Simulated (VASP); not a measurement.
# Be3CdSe4 (P-43m) in VASP: further runs

Runs on Be3CdSe4. Level: PBE. Tasks: relaxation of cell and atoms.

All numbers are computed with VASP 6.6.1; they aren't measurements. Logs are shortened: lines on timing, memory, paths and dates and some standing lists are left out, and cuts for length are marked.

### 1 The cell of the first run

The structure is cubic, space group P-43m (No. 215). Conventional cell: a = 5.330 Å, b = 5.330 Å, c = 5.330 Å, α = 90.00°, β = 90.00°, γ = 90.00°. Within 3.0 Å of Be (site symmetry -42m) lie 4 Se at 2.24 Å. Within 3.4 Å of Cd (site symmetry -43m) lie 4 Se at 2.54 Å. Within 3.0 Å of Se (site symmetry 3m) lie 3 Be at 2.24 Å and 1 Cd at 2.54 Å.

### 2 Relaxation of cell and atoms, PBE

INCAR reads:

```
SYSTEM = Be3CdSe4
PREC = Accurate
ENCUT = 600
EDIFF = 1E-7
ISMEAR = 0
SIGMA = 0.15
LREAL = .FALSE.
LASPH = .TRUE.
NELM = 120
ALGO = Normal
ISIF = 3
LWAVE = .FALSE.
LCHARG = .FALSE.
GGA = PE
IBRION = 2
NSW = 36
EDIFFG = -0.08
GGA_COMPAT = .FALSE.
NELMIN = 4
```

KPOINTS reads:

```
regular mesh
0
G
  2 2 2
  0 0 0
```

POSCAR reads:

```
Be3CdSe4
1.0
    5.3300000000      0.0000000000      0.0000000000
    0.0000000000      5.3300000000      0.0000000000
    0.0000000000      0.0000000000      5.3300000000
Be Cd Se
3 1 4
Direct
    0.5000000000      0.0000000000      0.5000000000
    0.0000000000      0.5000000000      0.5000000000
    0.5000000000      0.5000000000      0.0000000000
    0.0000000000      0.0000000000      0.0000000000
    0.7250000000      0.7250000000      0.2750000000
    0.2750000000      0.2750000000      0.2750000000
    0.7250000000      0.2750000000      0.7250000000
    0.2750000000      0.7250000000      0.7250000000
```

Potentials or basis: VASP PAW PBE potentials, release 64 (Be, Cd, Se).

Command:

```sh
> cat potpaw_PBE.64/Be/POTCAR potpaw_PBE.64/Cd/POTCAR potpaw_PBE.64/Se/POTCAR > POTCAR
> mpirun -np 1 vasp_std > vasp.out
```

OUTCAR:

```text
SYSTEM = Be3CdSe4
   PREC = Accurate
   ENCUT = 600
   EDIFF = 1E-7
   ISMEAR = 0
   LREAL = .FALSE.
   LASPH = .TRUE.
   NELM = 120
   ISIF = 3
   GGA = PE
   IBRION = 2
   NSW = 36
   EDIFFG = -0.08
   NELMIN = 4

 ion  position               nearest neighbor table
   1  0.500  0.000  0.500-   5 2.24   6 2.24   7 2.24   8 2.24
   2  0.000  0.500  0.500-   5 2.24   6 2.24   7 2.24   8 2.24
   3  0.500  0.500  0.000-   5 2.24   6 2.24   7 2.24   8 2.24
   4  0.000  0.000  0.000-   5 2.54   6 2.54   7 2.54   8 2.54
   5  0.725  0.725  0.275-   1 2.24   2 2.24   3 2.24   4 2.54
   6  0.275  0.275  0.275-   1 2.24   2 2.24   3 2.24   4 2.54
   7  0.725  0.275  0.725-   1 2.24   2 2.24   3 2.24   4 2.54
   8  0.275  0.725  0.725-   1 2.24   2 2.24   3 2.24   4 2.54

  LATTYP: Found a simple cubic cell.
 ALAT       =     5.3300000000

  Lattice vectors:

 A1 = (   5.3300000000,   0.0000000000,   0.0000000000)
 A2 = (   0.0000000000,   5.3300000000,   0.0000000000)
 A3 = (   0.0000000000,   0.0000000000,   5.3300000000)

Analysis of symmetry for initial positions (statically):
=====================================================================
 Subroutine PRICEL returns:
 Original cell was already a primitive cell.

 Routine SETGRP: Setting up the symmetry group for a
 simple cubic supercell.

 Subroutine GETGRP returns: Found 24 space group operations
 (whereof 24 operations were pure point group operations)
 out of a pool of 48 trial point group operations.

The static configuration has the point symmetry T_d .

Analysis of symmetry for dynamics (positions and initial velocities):
=====================================================================
 Subroutine PRICEL returns:
 Original cell was already a primitive cell.

 Routine SETGRP: Setting up the symmetry group for a
 simple cubic supercell.

 Subroutine GETGRP returns: Found 24 space group operations
 (whereof 24 operations were pure point group operations)
 out of a pool of 48 trial point group operations.

The dynamic configuration has the point symmetry T_d .

 Subroutine INISYM returns: Found 24 space group operations
 (whereof 24 operations are pure point group operations),
 and found     1 'primitive' translations

----------------------------------------------------------------------------------------

                                     Primitive cell

  volume of cell :     151.4194

  direct lattice vectors                    reciprocal lattice vectors
[... 69 lines left out ...]
   PREC   = accura    normal or accurate (medium, high low for compatibility)
   ISTART =      0    job   : 0-new  1-cont  2-samecut
   ICHARG =      2    charge: 1-file 2-atom 10-const
   ISPIN  =      1    spin polarized calculation?
   LNONCOLLINEAR =      F non collinear calculations
   LSORBIT =      F    spin-orbit coupling
   LASPH  =      T    aspherical Exc in radial PAW
   ENCUT  =  600.0 eV  44.10 Ry    6.64 a.u.  10.65 10.65 10.65*2*pi/ulx,y,z
   NELM   =    120;   NELMIN=  4; NELMDL= -5     # of ELM steps
   EDIFF  = 0.1E-06   stopping-criterion for ELM
   LREAL  =      F    real-space projection
   EDIFFG = -.8E-01   stopping-criterion for IOM
   NSW    =     36    number of steps for IOM
   IBRION =      2    ionic relax: 0-MD 1-quasi-New 2-CG
   NFREE  =      1    steps in history (QN), initial steepest desc. (CG)
   ISIF   =      3    stress and relaxation
   ISYM   =      2    0-nonsym 1-usesym 2-fastsym
   POTIM  = 0.5000    time-step for ionic-motion
   TEBEG  =    0.0;   TEEND  =   0.0 temperature during run
   PSTRESS=    0.0 pullay stress
   NELECT =      42.0000    total number of electrons
   NUPDOWN=      -1.0000    fix difference up-down
   EMIN   =  10.00;   EMAX   =-10.00  energy-range for DOS
   EFERMI =   0.00;   METHOD = LEGACY
   ISMEAR =     0;   SIGMA  =   0.15  broadening in eV -4-tet -1-fermi 0-gaus
   EFERMI_NEDOS =   21; number of points for ismear=-14 and -15
   IALGO  =     38    algorithm
   IMIX   =      4    mixing-type and parameters
     AMIX     =   0.40;   BMIX     =  1.00
     AMIX_MAG =   1.60;   BMIX_MAG =  1.00
  volume/ion in A,a.u.               =      18.93       127.73
  Fermi-wavevector in a.u.,A,eV,Ry     =   1.067654  2.017574 15.509091  1.139886
  Thomas-Fermi vector in A             =   2.203278
   LORBIT       =      0    0 simple, 1 ext, 2 COOP (PROOUT), +10 PAW based schemes
   GGA     = PE    functional components
   LHFCALC =     F    Hartree Fock is set to
   AEXX    =    0.0000 exact exchange contribution
   IVDW    =     0    specifies the selected vdW correction
   LEPSILON=     F    determine dielectric tensor
   LRPA    =     F    only Hartree local field effects (RPA)
 conjugate gradient relaxation of ions
 non-spin polarized calculation
 Gauss-broadening in eV      SIGMA  =   0.15
  energy-cutoff  :      600.00
  volume of cell :      151.42
 maximum number of plane-waves:      5078
 NGX is ok and might be reduce to    48
   NGX = 21   NGY = 21   NGZ = 21

--------------------------------------- Ionic step        1  -------------------------------------------

 number of electron      42.0000008 magnetization

 Free energy of the ion-electron system (eV)
  ---------------------------------------------------
  ext. energy  EPLUGINS =         0.00000000
  ---------------------------------------------------
  free energy    TOTEN  =       -30.94188434 eV

  energy without entropy =      -30.94188434  energy(sigma->0) =      -30.94188434

------------------------ aborting loop because EDIFF is reached ----------------------------------------

  FORCE on cell =-STRESS in cart. coord.  units (eV):
  Direction    XX          YY          ZZ          XY          YZ          ZX
  --------------------------------------------------------------------------------------
  -------------------------------------------------------------------------------------
  Total        4.9449870      4.9449870      4.9449870     -0.0000000      0.0000000      0.0000000
  in kB       52.3231774     52.3231774     52.3231774     -0.0000000      0.0000000      0.0000000
  external PRESSURE =      52.3231774 kB  Pullay stress =       0.0000000 kB
[... 155 lines left out ...]
--------------------------------------- Ionic step        5  -------------------------------------------

 number of electron      41.9999994 magnetization

 Free energy of the ion-electron system (eV)
  ---------------------------------------------------
  ext. energy  EPLUGINS =         0.00000000
  ---------------------------------------------------
  free energy    TOTEN  =       -31.12074314 eV

  energy without entropy =      -31.12074314  energy(sigma->0) =      -31.12074314

 E-fermi :   3.1077     XC(G=0):  -9.1636

 val. band max:        2.3912121086   @ k =   0.0000   0.0000   0.0000
 cond. band min:       4.9469299400   @ k =   0.0000   0.0000   0.0000
 fundamental gap:      2.5557178314
 Fermi energy:         3.1076931540

 k-point     1 :       0.0000    0.0000    0.0000
  band No.  band energies     occupation
      1     -10.9232      2.00000
      2      -9.5957      2.00000
      3      -9.5957      2.00000
      4      -9.5957      2.00000
      5      -5.2324      2.00000
      6      -5.2324      2.00000
[... 140 lines left out ...]
  FREE ENERGIE OF THE ION-ELECTRON SYSTEM (eV)
  ---------------------------------------------------
  free  energy   TOTEN  =       -31.1207431362 eV

  energy  without entropy=      -31.1207431362  energy(sigma->0) =      -31.12074314

 reached required accuracy - stopping structural energy minimisation
```

OSZICAR:

```text
N       E                     dE             d eps       ncg     rms          rms(c)
DAV:   1     0.252606819341E+03    0.25261E+03   -0.20542E+04   208   0.159E+03
DAV:   2    -0.123406103557E+02   -0.26495E+03   -0.26030E+03   250   0.294E+02
DAV:   3    -0.316217267823E+02   -0.19281E+02   -0.19220E+02   272   0.878E+01
[... 50 lines left out ...]
DAV:   3    -0.311207478402E+02    0.32003E-04   -0.16974E-04   230   0.707E-02    0.814E-02
DAV:   4    -0.311207414220E+02    0.64182E-05   -0.88160E-05   226   0.466E-02    0.216E-02
DAV:   5    -0.311207435015E+02   -0.20794E-05   -0.13991E-05   216   0.179E-02    0.998E-03
DAV:   6    -0.311207432025E+02    0.29898E-06   -0.33866E-07   220   0.426E-03    0.400E-03
DAV:   7    -0.311207431362E+02    0.66305E-07   -0.36714E-07   188   0.291E-03
   5 F= -.31120743E+02 E0= -.31120743E+02  d E =-.434544E-02
```

CONTCAR:

```text
Be3CdSe4
   1.00000000000000
     5.4593785836763669   -0.0000000000000000    0.0000000000000000
    -0.0000000000000000    5.4593785836763669   -0.0000000000000000
    -0.0000000000000000    0.0000000000000000    5.4593785836763669
  Be              Cd              Se
     3     1     4
Direct
     0.5000000000000000    0.0000000000000000    0.5000000000000000
     1.0000000000000000    0.5000000000000000    0.5000000000000000
     0.5000000000000000    0.5000000000000000    0.0000000000000000
     1.0000000000000000    0.0000000000000000    0.0000000000000000
     0.7268670236899568    0.7268670236899568    0.2731329763100433
     0.2731329763100433    0.2731329763100433    0.2731329763100433
     0.7268670236899568    0.2731329763100433    0.7268670236899568
     0.2731329763100433    0.7268670236899568    0.7268670236899568

  0.00000000E+00  0.00000000E+00  0.00000000E+00
  0.00000000E+00  0.00000000E+00  0.00000000E+00
  0.00000000E+00  0.00000000E+00  0.00000000E+00
  0.00000000E+00  0.00000000E+00  0.00000000E+00
  0.00000000E+00  0.00000000E+00  0.00000000E+00
  0.00000000E+00  0.00000000E+00  0.00000000E+00
  0.00000000E+00  0.00000000E+00  0.00000000E+00
  0.00000000E+00  0.00000000E+00  0.00000000E+00
```

Run time: 73 s. Hardware: 1 thread of Intel Xeon 6975P-C (Granite Rapids), shared host; peak memory 0.34 GiB.

What came out:

```yaml
Free_energy: -31.1207 eV
Relaxed_volume: 20.34 Å³/atom
Relaxed_cell: a = 5.459 Å, b = 5.459 Å, c = 5.459 Å, α = 90.00°, β = 90.00°, γ = 90.00°
Space_group_after_relaxing_to_0.05_Å: P-43m (No. 215)
Energy_gained_by_relaxing: 22.4 meV/atom
Ionic_steps: 5
Pressure_after_relaxing: -0.1 GPa
Largest_force_after_relaxing: 0.057 eV/Å
Band_gap_on_the_k_mesh: 2.56 eV, direct
```

Forces on the atoms (eV/Å):
```
Be   0.000  0.000  0.000
Be   0.000  0.000  0.000
Be   0.000  0.000  0.000
Cd   0.000  0.000  0.000
Se   0.033  0.033 -0.033
Se  -0.033 -0.033 -0.033
Se   0.033 -0.033  0.033
Se  -0.033  0.033  0.033
```

Step by step:
| step | energy change (eV) | largest force (eV/Å) | pressure (GPa) | volume (Å³) |
| --- | --- | --- | --- | --- |
| 1 | 0.0000 | 0.2157 | 5.23 | 151.42 |
| 2 | -0.1649 | 0.1789 | -1.16 | 165.37 |
| 3 | -0.1746 | 0.1855 | -0.07 | 162.52 |
| 4 | -0.1745 | 0.1849 | -0.16 | 162.74 |
| 5 | -0.1789 | 0.0570 | -0.10 | 162.72 |

Final structure:
```
Be Cd Se
1.0
     5.45938    0.00000    0.00000
     0.00000    5.45938    0.00000
     0.00000    0.00000    5.45938
Be Cd Se
3 1 4
Direct
  0.50000 0.00000 0.50000
  0.00000 0.50000 0.50000
  0.50000 0.50000 0.00000
  0.00000 0.00000 0.00000
  0.72687 0.72687 0.27313
  0.27313 0.27313 0.27313
  0.72687 0.27313 0.72687
  0.27313 0.72687 0.72687
```

Caveat: the k points lie up to 0.58 Å⁻¹ apart in the final cell; the relaxation stopped at a loose force limit of 0.08 eV/Å, so its end isn't a converged minimum. A k mesh can miss the band edges.

### 3 Relaxation of cell and atoms, PBE

This run uses another cell than the first one, of 20.73 Å³/atom, 1.095 times its volume.

INCAR reads:

```
ALGO = Normal ; EDIFF = 1E-7
EDIFFG = -0.08 ; ENCUT = 600
GGA = PE ; GGA_COMPAT = F
IBRION = 2 ; ISIF = 3
ISMEAR = 0 ; LASPH = T
LCHARG = F ; LREAL = F
LWAVE = F ; NELM = 120
NELMIN = 4 ; NSW = 36
PREC = Accurate ; SIGMA = 0.15
```

KPOINTS reads:

```
k-points
0
Gamma
  2 2 2
```

POSCAR reads:

```
Be3CdSe4
1.0
    5.4937314400      0.0000000000      0.0000000000
    0.0000000000      5.4937314400      0.0000000000
    0.0000000000      0.0000000000      5.4937314400
Be Cd Se
3 1 4
Direct
    0.0000000000      0.0000000000      0.5000000000
    0.0000000000      0.5000000000      0.0000000000
    0.5000000000      0.0000000000      0.0000000000
    0.5000000000      0.5000000000      0.5000000000
    0.7563347300      0.7563347300      0.2436652700
    0.7563347300      0.2436652700      0.7563347300
    0.2436652700      0.7563347300      0.7563347300
    0.2436652700      0.2436652700      0.2436652700
```

Potentials or basis: VASP PAW PBE potentials, release 64 (Be, Cd, Se).

Command:

```sh
> cat potpaw_PBE.64/Be/POTCAR potpaw_PBE.64/Cd/POTCAR potpaw_PBE.64/Se/POTCAR > POTCAR
> mpirun -np 1 vasp_std > vasp.out
```

Run time: 67 s. Hardware: 1 thread of Intel Xeon 6975P-C (Granite Rapids), shared host; peak memory 0.34 GiB.

Results (log left out):

```
Free energy                            : -31.1210 eV
Relaxed volume                         : 20.20 Å³/atom
Relaxed cell                           : a = 5.447 Å, b = 5.447 Å, c = 5.447 Å, α = 90.00°, β = 90.00°, γ = 90.00°
Space group after relaxing (to 0.05 Å) : P-43m (No. 215)
Energy gained by relaxing              : 90.3 meV/atom
Ionic steps                            : 4
Pressure after relaxing                : 0.3 GPa
Largest force after relaxing           : 0.079 eV/Å
Band gap on the k mesh                 : 2.58 eV, direct
```

Forces in eV/Å, atoms in the order of the input:
```
Be   0.000  0.000  0.000
Be   0.000  0.000  0.000
Be   0.000  0.000  0.000
Cd   0.000  0.000  0.000
Se  -0.046 -0.046  0.046
Se  -0.046  0.046 -0.046
Se   0.046 -0.046 -0.046
Se   0.046  0.046  0.046
```

The path:
```csv
step,energy change (eV),largest force (eV/Å),pressure (GPa),volume (Å³)
1,0.0000,2.4262,1.00,165.81
2,-0.6438,0.4714,-2.07,168.93
3,-0.6637,0.1037,-2.51,169.64
4,-0.7225,0.0795,0.33,161.63
```

Final structure:
```cif
data_structure
_symmetry_space_group_name_H-M 'P 1'
_symmetry_Int_Tables_number 1
_cell_length_a 5.4472
_cell_length_b 5.4472
_cell_length_c 5.4472
_cell_angle_alpha 90.000
_cell_angle_beta 90.000
_cell_angle_gamma 90.000
_cell_volume 161.63
loop_
_atom_site_label
_atom_site_type_symbol
_atom_site_fract_x
_atom_site_fract_y
_atom_site_fract_z
_atom_site_occupancy
Be1 Be 0.00000 0.00000 0.50000 1
Be2 Be 0.00000 0.50000 0.00000 1
Be3 Be 0.50000 0.00000 0.00000 1
Cd1 Cd 0.50000 0.50000 0.50000 1
Se1 Se 0.77337 0.77337 0.22663 1
Se2 Se 0.77337 0.22663 0.77337 1
Se3 Se 0.22663 0.77337 0.77337 1
Se4 Se 0.22663 0.22663 0.22663 1
```

Levels at points of the mesh, in eV from the valence-band top:
```
           k point  band 18  band 19  band 20  band 21  band 22  band 23  band 24  band 25
(0.00, 0.00, 0.00)    -2.43     0.00     0.00     0.00     2.58     2.79     2.79     2.79
(0.50, 0.00, 0.00)    -1.79    -1.79    -0.83    -0.83     3.37     3.99     4.64     4.74
(0.50, 0.50, 0.00)    -1.90    -1.05    -0.61    -0.61     4.25     4.26     4.26     5.14
(0.50, 0.50, 0.50)    -1.23    -0.35    -0.35    -0.35     3.01     3.44     3.44     3.44
```

Caveat: the k points lie up to 0.58 Å⁻¹ apart in the final cell; the relaxation stopped at a loose force limit of 0.08 eV/Å, so its end isn't a converged minimum. As with any semilocal functional, this PBE gap is likely too small.
